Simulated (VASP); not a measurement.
# Ti5Si (P4/mmm) in VASP: single point with PBE

Aim: the single point of Ti5Si with PBE.

Program: VASP 6.6.1. These are calculated values, not measurements. Logs are shortened: lines on timing, memory, paths and dates and some standing lists are left out, and cuts for length are marked.

### 1 The cell of the first run

It takes space group P4/mmm (No. 123, tetragonal). Conventional cell: a = 5.949 Å, b = 5.949 Å, c = 4.616 Å, α = 90.00°, β = 90.00°, γ = 90.00°. Within 3.1 Å of Ti (site symmetry m2m) lie 1 Si at 2.31 Å and 2 Ti at 2.68 Å. Ti (site symmetry 4/mmm) has 2 Si at 2.31 Å within 3.1 Å. Within 3.1 Å of Si (site symmetry 4/mmm) lie 6 Ti at 2.31 Å.

### 2 Single point, PBE, collinear spin

Input file INCAR:

```
SYSTEM = Ti5Si
  ALGO = Fast
  EDIFF = 1E-6
  ENCUT = 520
  GGA = PE
  ISIF = 2
  ISMEAR = 0
  ISPIN = 2
  KPAR = 4
  LASPH = .TRUE.
  LCHARG = .FALSE.
  LMAXMIX = 4
  LORBIT = 11
  LREAL = .FALSE.
  LWAVE = .FALSE.
  MAGMOM = 0.14 0.14 0.14 0.14 0.64 0
  NBANDS = 45
  NELM = 150
  PREC = Accurate
  SIGMA = 0.1
```

Input file KPOINTS:

```
k-points
0
G
  6 6 8
  0 0 0
```

Input file POSCAR:

```
Ti5Si
1.0
    5.9490390406      0.0000000000      0.0000000000
    0.0000000000      5.9490390406      0.0000000000
    0.0000000000      0.0000000000      4.6158867762
Ti Si
5 1
Direct
    0.2749760811      0.2749760811      0.5000000000
    0.7250239189      0.7250239189      0.5000000000
    0.7250239189      0.2749760811      0.5000000000
    0.2749760811      0.7250239189      0.5000000000
    0.0000000000      0.0000000000      0.0000000000
    0.0000000000      0.0000000000      0.5000000000
```

Potentials or basis: VASP PAW PBE potentials, release 64 (Ti_sv, Si).

Started as:

```console
$ cat potpaw_PBE.64/Ti_sv/POTCAR potpaw_PBE.64/Si/POTCAR > POTCAR
$ mpirun -np 4 vasp_std > vasp.out
```

OUTCAR:

```text
SYSTEM = Ti5Si
   EDIFF = 1E-6
   ENCUT = 520
   GGA = PE
   ISIF = 2
   ISMEAR = 0
   ISPIN = 2
   LASPH = .TRUE.
   LORBIT = 11
   LREAL = .FALSE.
   NELM = 150
   PREC = Accurate

 ion  position               nearest neighbor table
   1  0.275  0.275  0.500-   6 2.31   4 2.68   3 2.68
   2  0.725  0.725  0.500-   6 2.31   4 2.68   3 2.68
   3  0.725  0.275  0.500-   6 2.31   2 2.68   1 2.68
   4  0.275  0.725  0.500-   6 2.31   2 2.68   1 2.68
   5  0.000  0.000  0.000-   6 2.31   6 2.31
   6  0.000  0.000  0.500-   5 2.31   5 2.31   3 2.31   4 2.31   1 2.31   2 2.31

  LATTYP: Found a simple tetragonal cell.
 ALAT       =     5.9490390406
 C/A-ratio  =     0.7759046032

  Lattice vectors:

 A1 = (   5.9490390406,   0.0000000000,   0.0000000000)
 A2 = (   0.0000000000,   5.9490390406,   0.0000000000)
 A3 = (   0.0000000000,   0.0000000000,   4.6158867762)

Analysis of symmetry for initial positions (statically):
=====================================================================
 Subroutine PRICEL returns:
 Original cell was already a primitive cell.

 Routine SETGRP: Setting up the symmetry group for a
 simple tetragonal supercell.

 Subroutine GETGRP returns: Found 16 space group operations
 (whereof 16 operations were pure point group operations)
 out of a pool of 16 trial point group operations.

The static configuration has the point symmetry D_4h.

Analysis of symmetry for dynamics (positions and initial velocities):
=====================================================================
 Subroutine PRICEL returns:
 Original cell was already a primitive cell.

 Routine SETGRP: Setting up the symmetry group for a
 simple tetragonal supercell.

 Subroutine GETGRP returns: Found 16 space group operations
 (whereof 16 operations were pure point group operations)
 out of a pool of 16 trial point group operations.

The dynamic configuration has the point symmetry D_4h.

Analysis of structural, dynamic, and magnetic symmetry:
=====================================================================
 Subroutine PRICEL returns:
 Original cell was already a primitive cell.

 Routine SETGRP: Setting up the symmetry group for a
 simple tetragonal supercell.

 Subroutine GETGRP returns: Found 16 space group operations
 (whereof 16 operations were pure point group operations)
 out of a pool of 16 trial point group operations.

The overall configuration has the point symmetry D_4h.

 Subroutine INISYM returns: Found 16 space group operations
 (whereof 16 operations are pure point group operations),
 and found     1 'primitive' translations

----------------------------------------------------------------------------------------

                                     Primitive cell

  volume of cell :     163.3612

  direct lattice vectors                    reciprocal lattice vectors
     5.949039041  0.000000000  0.000000000     0.168094375  0.000000000  0.000000000
     0.000000000  5.949039041  0.000000000     0.000000000  0.168094375  0.000000000
     0.000000000  0.000000000  4.615886776     0.000000000  0.000000000  0.216643096

  length of vectors
     5.949039041  5.949039041  4.615886776     0.168094375  0.168094375  0.216643096

  position of ions in fractional coordinates (direct lattice)
     0.274976081  0.274976081  0.500000000
     0.725023919  0.725023919  0.500000000
     0.725023919  0.274976081  0.500000000
     0.274976081  0.725023919  0.500000000
     0.000000000  0.000000000  0.000000000
     0.000000000  0.000000000  0.500000000

  ion indices of the primitive-cell ions
   primitive index   ion index
                 1           1
                 2           2
                 3           3
                 4           4
                 5           5
                 6           6

----------------------------------------------------------------------------------------

 KPOINTS: k-points

Automatic generation of k-mesh.
[... 27 lines left out ...]
  0.166667  0.166667  0.000000      4.000000
  0.333333  0.166667  0.000000      8.000000
[... 16 lines left out ...]
  0.333333  0.000000  0.250000      8.000000
  0.500000  0.000000  0.250000      4.000000
 [... further k-points ...]
   k-points           NKPTS =     50   k-points in BZ     NKDIM =     50   number of bands    NBANDS=     45
   number of dos      NEDOS =    301   number of ions     NIONS =      6
   total plane-waves  NPLWV =  82944
   dimension x,y,z NGX =    48 NGY =   48 NGZ =   36
   dimension x,y,z NGXF=    96 NGYF=   96 NGZF=   72
   ions per type =               5   1
   NGX,Y,Z   is equivalent  to a cutoff of  13.41, 13.41, 12.97 a.u.
   NGXF,Y,Z  is equivalent  to a cutoff of  26.83, 26.83, 25.93 a.u.
 SYSTEM =  Ti5Si
   PREC   = accura    normal or accurate (medium, high low for compatibility)
   ISTART =      0    job   : 0-new  1-cont  2-samecut
   ICHARG =      2    charge: 1-file 2-atom 10-const
   ISPIN  =      2    spin polarized calculation?
   LNONCOLLINEAR =      F non collinear calculations
   LSORBIT =      F    spin-orbit coupling
   LASPH  =      T    aspherical Exc in radial PAW
   ENCUT  =  520.0 eV  38.22 Ry    6.18 a.u.  11.06 11.06  8.58*2*pi/ulx,y,z
   NELM   =    150;   NELMIN=  2; NELMDL= -5     # of ELM steps
   EDIFF  = 0.1E-05   stopping-criterion for ELM
   LREAL  =      F    real-space projection
   EDIFFG = 0.1E-04   stopping-criterion for IOM
   NSW    =      0    number of steps for IOM
   IBRION =     -1    ionic relax: 0-MD 1-quasi-New 2-CG
   NFREE  =      0    steps in history (QN), initial steepest desc. (CG)
   ISIF   =      2    stress and relaxation
   ISYM   =      2    0-nonsym 1-usesym 2-fastsym
   POTIM  = 0.5000    time-step for ionic-motion
   TEBEG  =    0.0;   TEEND  =   0.0 temperature during run
   PSTRESS=    0.0 pullay stress
   NELECT =      64.0000    total number of electrons
   NUPDOWN=      -1.0000    fix difference up-down
   EMIN   =  10.00;   EMAX   =-10.00  energy-range for DOS
   EFERMI =   0.00;   METHOD = LEGACY
   ISMEAR =     0;   SIGMA  =   0.10  broadening in eV -4-tet -1-fermi 0-gaus
   EFERMI_NEDOS =   21; number of points for ismear=-14 and -15
   IALGO  =     68    algorithm
   IMIX   =      4    mixing-type and parameters
     AMIX     =   0.40;   BMIX     =  1.00
     AMIX_MAG =   1.60;   BMIX_MAG =  1.00
  volume/ion in A,a.u.               =      27.23       183.74
  Fermi-wavevector in a.u.,A,eV,Ry     =   1.197894  2.263692 19.523696  1.434951
  Thomas-Fermi vector in A             =   2.333798
   LORBIT       =     11    0 simple, 1 ext, 2 COOP (PROOUT), +10 PAW based schemes
   GGA     = PE    functional components
   LHFCALC =     F    Hartree Fock is set to
   AEXX    =    0.0000 exact exchange contribution
   IVDW    =     0    specifies the selected vdW correction
   LEPSILON=     F    determine dielectric tensor
   LRPA    =     F    only Hartree local field effects (RPA)
 spin polarized calculation
 RMM-DIIS sequential band-by-band and
 Gauss-broadening in eV      SIGMA  =   0.10
  energy-cutoff  :      520.00
  volume of cell :      163.36
 maximum number of plane-waves:      4438
 NGX is ok and might be reduce to    48
   NGX = 23   NGY = 23   NGZ = 17

 number of electron      64.0000017 magnetization       0.0211350

 Free energy of the ion-electron system (eV)
  ---------------------------------------------------
  ext. energy  EPLUGINS =         0.00000000
  ---------------------------------------------------
  free energy    TOTEN  =       -35.86527998 eV

  energy without entropy =      -35.80483173  energy(sigma->0) =      -35.83505586

 E-fermi :   3.9077     XC(G=0):  -8.9554

 val. band max:        3.9064592823   @ k =   0.3333   0.0000   0.1250
 cond. band min:       3.9084690919   @ k =   0.3333   0.3333   0.3750
 fundamental gap:      0.0020098096
 Fermi energy:         3.9077004712

 spin component 1

 k-point     1 :       0.0000    0.0000    0.0000
  band No.  band energies     occupation
      1     -53.2331      1.00000
      2     -53.2122      1.00000
      3     -53.1643      1.00000
      4     -53.1643      1.00000
      5     -53.1100      1.00000
      6     -29.6411      1.00000
[... 1117 lines left out ...]
     43       5.4865      0.00000
     44       5.5911      0.00000

 [... further k-points ...]

 spin component 2

 k-point     1 :       0.0000    0.0000    0.0000
  band No.  band energies     occupation
      1     -53.2320      1.00000
      2     -53.2096      1.00000
      3     -53.1601      1.00000
      4     -53.1601      1.00000
      5     -53.1058      1.00000
      6     -29.6359      1.00000
[... 1117 lines left out ...]
     43       5.4887      0.00000
     44       5.5825      0.00000

 [... further k-points ...]

 [bands above 44 left out]

------------------------ aborting loop because EDIFF is reached ----------------------------------------

  FORCE on cell =-STRESS in cart. coord.  units (eV):
  Direction    XX          YY          ZZ          XY          YZ          ZX
  --------------------------------------------------------------------------------------
  -------------------------------------------------------------------------------------
  Total       -0.1395030     -0.1395030     -0.6040429      0.0000000      0.0000000      0.0000000
  in kB       -1.3681868     -1.3681868     -5.9241983      0.0000000      0.0000000      0.0000000
  external PRESSURE =      -2.8868573 kB  Pullay stress =       0.0000000 kB

 VOLUME and BASIS-vectors are now :
 -----------------------------------------------------------------------------
  energy-cutoff  :      520.00
  volume of cell :      163.36
      direct lattice vectors                 reciprocal lattice vectors
     5.949039041  0.000000000  0.000000000     0.168094375  0.000000000  0.000000000
     0.000000000  5.949039041  0.000000000     0.000000000  0.168094375  0.000000000
     0.000000000  0.000000000  4.615886776     0.000000000  0.000000000  0.216643096

 POSITION                                       TOTAL-FORCE (eV/Angst)
 -----------------------------------------------------------------------------------
      1.63584      1.63584      2.30794        -0.057321     -0.057321      0.000000
      4.31320      4.31320      2.30794         0.057321      0.057321      0.000000
      4.31320      1.63584      2.30794         0.057321     -0.057321      0.000000
      1.63584      4.31320      2.30794        -0.057321      0.057321     -0.000000
      0.00000      0.00000      0.00000         0.000000      0.000000      0.000000
      0.00000      0.00000      2.30794         0.000000      0.000000      0.000000
 -----------------------------------------------------------------------------------
    total drift:                                0.000000     -0.000000     -0.000000

  FREE ENERGIE OF THE ION-ELECTRON SYSTEM (eV)
  ---------------------------------------------------
  free  energy   TOTEN  =       -35.8652799780 eV

  energy  without entropy=      -35.8048317334  energy(sigma->0) =      -35.83505586

 total charge

# of ion       s       p       d       tot
------------------------------------------
    1        2.210   6.059   1.937  10.206
    2        2.210   6.059   1.937  10.206
    3        2.210   6.059   1.937  10.206
    4        2.210   6.059   1.937  10.206
    5        2.200   6.101   1.921  10.222
    6        0.844   1.085   0.000   1.930
--------------------------------------------------
tot         11.885  31.423   9.668  52.976

 magnetization (x)

# of ion       s       p       d       tot
------------------------------------------
    1        0.000   0.000   0.004   0.005
    2        0.000   0.000   0.004   0.005
    3        0.000   0.000   0.004   0.005
    4        0.000   0.000   0.004   0.005
    5        0.000  -0.000  -0.001  -0.001
    6       -0.000  -0.000   0.000  -0.000
--------------------------------------------------
tot          0.000   0.000   0.017   0.017
```

Wall time 14 min (4 MPI ranks of Oxide Virtual Turin-like, shared host); peak memory 0.66 GiB.

Results:

* Free energy: -35.8653 eV
* Pressure: -0.3 GPa
* Largest force: 0.081 eV/Å
* Band gap on the k mesh: zero (filled and empty bands overlap)
* Net moment: 0.02 μB per cell
* Valence electrons inside the program's atomic spheres: Ti 10.21, 10.22 (each value once); Si 1.93

Forces on the atoms (eV/Å):
```
Ti  -0.057 -0.057  0.000
Ti   0.057  0.057  0.000
Ti   0.057 -0.057  0.000
Ti  -0.057  0.057  0.000
Ti   0.000  0.000  0.000
Si   0.000  0.000  0.000
```
